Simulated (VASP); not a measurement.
# Pt3Rh5 (I4/mmm) in VASP: a series of runs

Runs on Pt3Rh5. Level: PBE. Tasks: relaxation of cell and atoms, single point.

All numbers are computed with VASP 6.6.1; they aren't measurements. Logs are shortened: lines on timing, memory, paths and dates and some standing lists are left out, and cuts for length are marked.

**1. The cell of the first run**

Symmetry: I4/mmm, No. 139, tetragonal system. The conventional cell has a = 5.438 Å, b = 5.438 Å, c = 7.690 Å, α = 90.00°, β = 90.00°, γ = 90.00°. Within 3.6 Å of Rh (site symmetry 2/m) lie 6 Rh at 2.72 Å and 6 Pt at 2.72 Å. Rh (site symmetry 4/mmm) has 8 Rh at 2.72 Å and 4 Pt at 2.72 Å within 3.6 Å. Pt (site symmetry mmm) has 10 Rh at 2.72 Å and 2 Pt at 2.72 Å within 3.6 Å. Pt (site symmetry 4/mmm) has 8 Rh at 2.72 Å and 4 Pt at 2.72 Å within 3.6 Å.

**2. Relaxation of cell and atoms, PBE**

Contents of INCAR:

```
PREC = Accurate ; ENCUT = 500
EDIFF = 1E-7 ; ISMEAR = 0
SIGMA = 0.1 ; LREAL = F
LASPH = T ; NELM = 120
ALGO = Normal ; ISIF = 3
LWAVE = F ; LCHARG = F
GGA = PE ; IBRION = 2
NSW = 50 ; EDIFFG = -0.02
GGA_COMPAT = F ; NELMIN = 4
```

Contents of KPOINTS:

```
regular mesh
0
Gamma
  6 6 6
```

Contents of POSCAR:

```
Pt3Rh5
1.0
    0.0000000000      3.8450000000      3.8450000000
    3.8450000000      0.0000000000      3.8450000000
    3.8450000000      3.8450000000      0.0000000000
Rh Pt
5 3
Direct
    0.0000000000      0.0000000000      0.0000000000
    0.0000000000      0.5000000000      0.0000000000
    0.0000000000      0.5000000000      0.5000000000
    0.5000000000      0.0000000000      0.0000000000
    0.5000000000      0.5000000000      0.5000000000
    0.0000000000      0.0000000000      0.5000000000
    0.5000000000      0.0000000000      0.5000000000
    0.5000000000      0.5000000000      0.0000000000
```

Potentials or basis: VASP PAW PBE potentials, release 64 (Rh_pv, Pt).

Started as:

```
$ cat potpaw_PBE.64/Rh_pv/POTCAR potpaw_PBE.64/Pt/POTCAR > POTCAR
$ mpirun -np 1 vasp_std > vasp.out
```

OUTCAR:

```text
PREC = Accurate
   ENCUT = 500
   EDIFF = 1E-7
   ISMEAR = 0
   LREAL = F
   LASPH = T
   NELM = 120
   ISIF = 3
   GGA = PE
   IBRION = 2
   NSW = 50
   EDIFFG = -0.02
   NELMIN = 4

 ion  position               nearest neighbor table
   1  0.000  0.000  0.000-   2 2.72   4 2.72   6 2.72   3 2.72   6 2.72   7 2.72   2 2.72   3 2.72
                             8 2.72   4 2.72   7 2.72   8 2.72
   2  0.000  0.500  0.000-   1 2.72   3 2.72   8 2.72   3 2.72   5 2.72   6 2.72   1 2.72   4 2.72
                             6 2.72   4 2.72   5 2.72   8 2.72
   3  0.000  0.500  0.500-   2 2.72   5 2.72   6 2.72   1 2.72   2 2.72   8 2.72   1 2.72   6 2.72
                             7 2.72   5 2.72   7 2.72   8 2.72
   4  0.500  0.000  0.000-   1 2.72   7 2.72   8 2.72   5 2.72   6 2.72   7 2.72   2 2.72   5 2.72
                             8 2.72   1 2.72   2 2.72   6 2.72
   5  0.500  0.500  0.500-   3 2.72   7 2.72   8 2.72   2 2.72   4 2.72   8 2.72   4 2.72   6 2.72
                             7 2.72   2 2.72   3 2.72   6 2.72
   6  0.000  0.000  0.500-   1 2.72   3 2.72   7 2.72   1 2.72   2 2.72   4 2.72   2 2.72   3 2.72
                             5 2.72   4 2.72   5 2.72   7 2.72
   7  0.500  0.000  0.500-   4 2.72   5 2.72   6 2.72   1 2.72   4 2.72   8 2.72   3 2.72   5 2.72
                             8 2.72   1 2.72   3 2.72   6 2.72
   8  0.500  0.500  0.000-   2 2.72   4 2.72   5 2.72   3 2.72   5 2.72   7 2.72   1 2.72   4 2.72
                             7 2.72   1 2.72   2 2.72   3 2.72

  LATTYP: Found a face centered cubic cell.
 ALAT       =     7.6900000000

  Lattice vectors:

 A1 = (   0.0000000000,   3.8450000000,   3.8450000000)
 A2 = (   3.8450000000,   0.0000000000,   3.8450000000)
 A3 = (   3.8450000000,   3.8450000000,   0.0000000000)

Analysis of symmetry for initial positions (statically):
=====================================================================
 Subroutine PRICEL returns:
 Original cell was already a primitive cell.

 Routine SETGRP: Setting up the symmetry group for a
 face centered cubic supercell.

 Subroutine GETGRP returns: Found 16 space group operations
 (whereof  4 operations were pure point group operations)
 out of a pool of 48 trial point group operations.

The static configuration has the point symmetry C_2h.
 The point group associated with its full space group is D_4h.

Analysis of symmetry for dynamics (positions and initial velocities):
=====================================================================
 Subroutine PRICEL returns:
 Original cell was already a primitive cell.

 Routine SETGRP: Setting up the symmetry group for a
 face centered cubic supercell.

 Subroutine GETGRP returns: Found 16 space group operations
[... 124 lines left out ...]
   POTIM  = 0.5000    time-step for ionic-motion
   TEBEG  =    0.0;   TEEND  =   0.0 temperature during run
   PSTRESS=    0.0 pullay stress
   NELECT =     105.0000    total number of electrons
   NUPDOWN=      -1.0000    fix difference up-down
   EMIN   =  10.00;   EMAX   =-10.00  energy-range for DOS
   EFERMI =   0.00;   METHOD = LEGACY
   ISMEAR =     0;   SIGMA  =   0.10  broadening in eV -4-tet -1-fermi 0-gaus
   EFERMI_NEDOS =   21; number of points for ismear=-14 and -15
   IALGO  =     38    algorithm
   IMIX   =      4    mixing-type and parameters
     AMIX     =   0.40;   BMIX     =  1.00
     AMIX_MAG =   1.60;   BMIX_MAG =  1.00
  volume/ion in A,a.u.               =      14.21        95.90
  Fermi-wavevector in a.u.,A,eV,Ry     =   1.594281  3.012755 34.582370  2.541733
  Thomas-Fermi vector in A             =   2.692380
   LORBIT       =      0    0 simple, 1 ext, 2 COOP (PROOUT), +10 PAW based schemes
   GGA     = PE    functional components
   LHFCALC =     F    Hartree Fock is set to
   AEXX    =    0.0000 exact exchange contribution
   IVDW    =     0    specifies the selected vdW correction
   LEPSILON=     F    determine dielectric tensor
   LRPA    =     F    only Hartree local field effects (RPA)
 conjugate gradient relaxation of ions
 non-spin polarized calculation
 Gauss-broadening in eV      SIGMA  =   0.10
  energy-cutoff  :      500.00
  volume of cell :      113.69
 maximum number of plane-waves:      2902
   NGX = 19   NGY = 19   NGZ = 19

--------------------------------------- Ionic step        1  -------------------------------------------

 number of electron     104.9999996 magnetization

 Free energy of the ion-electron system (eV)
  ---------------------------------------------------
  ext. energy  EPLUGINS =         0.00000000
  ---------------------------------------------------
  free energy    TOTEN  =       -54.65499177 eV

  energy without entropy =      -54.57415903  energy(sigma->0) =      -54.61457540

------------------------ aborting loop because EDIFF is reached ----------------------------------------

  FORCE on cell =-STRESS in cart. coord.  units (eV):
  Direction    XX          YY          ZZ          XY          YZ          ZX
  --------------------------------------------------------------------------------------
  -------------------------------------------------------------------------------------
  Total        5.5744570      5.5827891      5.5827891      0.0000000      0.0000000      0.0000000
  in kB       78.5586707     78.6760908     78.6760908      0.0000000      0.0000000      0.0000000
  external PRESSURE =      78.6369507 kB  Pullay stress =       0.0000000 kB
[... 29 lines left out ...]
--------------------------------------- Ionic step        2  -------------------------------------------

 number of electron     105.0000050 magnetization

 E-fermi :   9.9673     XC(G=0): -13.2188

 val. band max:        9.9657138744   @ k =   0.0000  -0.1667   0.1667
 cond. band min:       9.9684164608   @ k =   0.0000   0.3333   0.1667
 fundamental gap:      0.0027025864
 Fermi energy:         9.9672823488

 k-point     1 :       0.0000    0.0000    0.0000
  band No.  band energies     occupation
      1     -36.5636      2.00000
      2     -36.4923      2.00000
      3     -36.4923      2.00000
      4     -36.4820      2.00000
      5     -36.4135      2.00000
      6     -36.4089      2.00000
[... 1616 lines left out ...]
--------------------------------------- Ionic step        3  -------------------------------------------

 number of electron     104.9999957 magnetization

 Free energy of the ion-electron system (eV)
  ---------------------------------------------------
  ext. energy  EPLUGINS =         0.00000000
  ---------------------------------------------------
  free energy    TOTEN  =       -54.73385314 eV

  energy without entropy =      -54.64985015  energy(sigma->0) =      -54.69185164

 E-fermi :  11.1940     XC(G=0): -13.6498

 val. band max:       11.1874785701   @ k =   0.1667   0.1667   0.0000
 cond. band min:      11.1963887842   @ k =   0.0000   0.3333   0.1667
 fundamental gap:      0.0089102141
 Fermi energy:        11.1939809787

 k-point     1 :       0.0000    0.0000    0.0000
  band No.  band energies     occupation
      1     -35.5796      2.00000
      2     -35.4875      2.00000
      3     -35.4875      2.00000
      4     -35.4753      2.00000
      5     -35.3878      2.00000
      6     -35.3816      2.00000
[... 1610 lines left out ...]
  FREE ENERGIE OF THE ION-ELECTRON SYSTEM (eV)
  ---------------------------------------------------
  free  energy   TOTEN  =       -54.7338531378 eV

  energy  without entropy=      -54.6498501476  energy(sigma->0) =      -54.69185164

 reached required accuracy - stopping structural energy minimisation
```

Run time: 6.2 min. Hardware: 1 thread of Intel Xeon 6975P-C (Granite Rapids), shared host; peak memory 0.33 GiB.

What came out:

* Free energy: -54.7339 eV
* Relaxed volume: 14.64 Å³/atom
* Relaxed cell: a = 5.491 Å, b = 5.491 Å, c = 5.491 Å, α = 60.00°, β = 60.00°, γ = 60.00°
* Space group after relaxing (to 0.1 Å): I4/mmm (No. 139)
* Energy gained by relaxing: 9.9 meV/atom
* Ionic steps: 3
* Pressure after relaxing: -0.2 GPa
* Band gap on the k mesh: zero (an odd number of electrons rules out a gap without spin polarisation)

Step by step:
```csv
step,energy change (eV),largest force (eV/Å),pressure (GPa),volume (Å³)
1,0.0000,0.0000,7.86,113.69
2,0.3481,0.0000,-14.86,125.56
3,-0.0789,0.0000,-0.19,117.09
```

Final structure:
```cif
data_structure
_symmetry_space_group_name_H-M 'P 1'
_symmetry_Int_Tables_number 1
_cell_length_a 5.4914
_cell_length_b 5.4914
_cell_length_c 5.4914
_cell_angle_alpha 60.000
_cell_angle_beta 60.000
_cell_angle_gamma 60.000
_cell_volume 117.09
loop_
_atom_site_label
_atom_site_type_symbol
_atom_site_fract_x
_atom_site_fract_y
_atom_site_fract_z
_atom_site_occupancy
Rh1 Rh 0.00000 0.00000 0.00000 1
Rh2 Rh 0.00000 0.50000 0.00000 1
Rh3 Rh 0.00000 0.50000 0.50000 1
Rh4 Rh 0.50000 0.00000 0.00000 1
Rh5 Rh 0.50000 0.50000 0.50000 1
Pt1 Pt 0.00000 0.00000 0.50000 1
Pt2 Pt 0.50000 0.00000 0.50000 1
Pt3 Pt 0.50000 0.50000 0.00000 1
```

Caveat: spin-orbit coupling is left out, which moves the levels of the heavy elements.

**3. Single point, PBE**

This run uses another cell than the first one, of 14.63 Å³/atom.

Contents of INCAR:

```
SYSTEM = Pt3Rh5
PREC = Accurate
ENCUT = 520
EDIFF = 1E-7
ISMEAR = 0
SIGMA = 0.1
LREAL = .False.
LASPH = .True.
NELM = 60
ALGO = Normal
ISIF = 2
LWAVE = .False.
LCHARG = .False.
GGA = PE
NBANDS = 62
```

Contents of KPOINTS:

```
Automatic mesh
0
Gamma
  6 6 6
  0 0 0
```

Edit POSCAR of step 2 so:

```diff
@@ -2,5 +2,5 @@
 1.0
-    0.0000000000      3.8450000000      3.8450000000
-    3.8450000000      0.0000000000      3.8450000000
-    3.8450000000      3.8450000000      0.0000000000
+    0.0000000000      3.8828912125      3.8828912125
+    3.8822897686      0.0000000000      3.8828912125
+    3.8822897686      3.8828912125      0.0000000000
 Rh Pt
```

Potentials or basis: VASP PAW PBE potentials, release 64 (Rh_pv, Pt).

Started as:

```
$ cat potpaw_PBE.64/Rh_pv/POTCAR potpaw_PBE.64/Pt/POTCAR > POTCAR
$ mpirun -np 1 vasp_std > vasp.out
```

Run time: 6.7 min. Hardware: 1 thread of Intel Xeon 8259CL, shared host; peak memory 0.35 GiB.

It converged, with:

| Quantity | Value |
| --- | --- |
| Free energy | -54.7359 eV |
| Pressure | -0.2 GPa |
| Band gap on the k mesh | zero (an odd number of electrons rules out a gap without spin polarisation) |

Levels at points of the mesh, in eV from the Fermi level:
| k point | band 49 | band 50 | band 51 | band 52 | band 53 | band 54 | band 55 | band 56 | band 57 | band 58 |
| --- | --- | --- | --- | --- | --- | --- | --- | --- | --- | --- |
| (0.00, 0.00, 0.00) | 0.34 | 0.36 | 0.44 | 0.44 | 0.50 | 0.51 | 0.63 | 0.70 | 0.70 | 0.82 |
| (0.50, 0.00, 0.00) | -0.97 | -0.88 | -0.87 | 0.26 | 0.40 | 0.46 | 0.48 | 0.50 | 0.63 | 3.45 |
| (0.50, 0.50, 0.00) | -1.32 | -1.31 | -1.26 | -1.13 | -1.08 | -0.55 | -0.37 | 0.70 | 0.80 | 2.08 |
| (0.00, 0.50, 0.50) | -1.40 | -1.40 | -1.15 | -1.06 | -1.03 | -0.68 | -0.26 | 0.58 | 0.88 | 2.09 |

Caveat: spin-orbit coupling is left out, which moves the levels of the heavy elements.
